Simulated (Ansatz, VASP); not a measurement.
**Cd: VASP and Ansatz over several settings**

```
CELL_PARAMETERS angstrom
2.91806 0.00000 0.00000
-1.45903 2.52711 0.00000
0.00000 0.00000 5.50297
ATOMIC_POSITIONS crystal
Cd 0.66667 0.33333 0.75000
Cd 0.33333 0.66667 0.25000
```

Single points on this cell with VASP 6.6.1 and Ansatz 0.2.0. Each row is one pair of runs. Alike in all rows: spin: off; k mesh: 10 × 10 × 5; smearing: fermi-dirac, width 0.05 eV.

```csv
level,"VASP's potentials, cutoff","Ansatz's potentials, cutoff","gap on the k mesh at the Fermi level (eV), VASP","gap on the k mesh at the Fermi level (eV), Ansatz","pressure (GPa), VASP","pressure (GPa), Ansatz"
PBEsol,"VASP PAW PBE potentials, release 64 (Cd), 520 eV","Ansatz PAW, 420 eV",none,none,2.9,2.4
PBEsol,"VASP PAW PBE potentials, release 64 (Cd_sv_GW), 540 eV","Ansatz PAW, 420 eV",none,none,0.1,2.4
LDA,"VASP PAW LDA potentials, release 64 (Cd), 520 eV","Ansatz PAW, 420 eV",none,none,-0.2,-0.9
r2SCAN,"VASP PAW PBE potentials, release 64 (Cd), 520 eV","Ansatz PAW, 500 eV",none,none,5.5,5.0
```

Pressure (GPa): the two programs differ by at most 2.3.

VASP's potentials hold 24 valence electrons a cell and Ansatz's 40 in some rows, so a difference there can come from the potentials and not from the codes.

A gap of «none» marks a metal or a gap that the smearing closes.
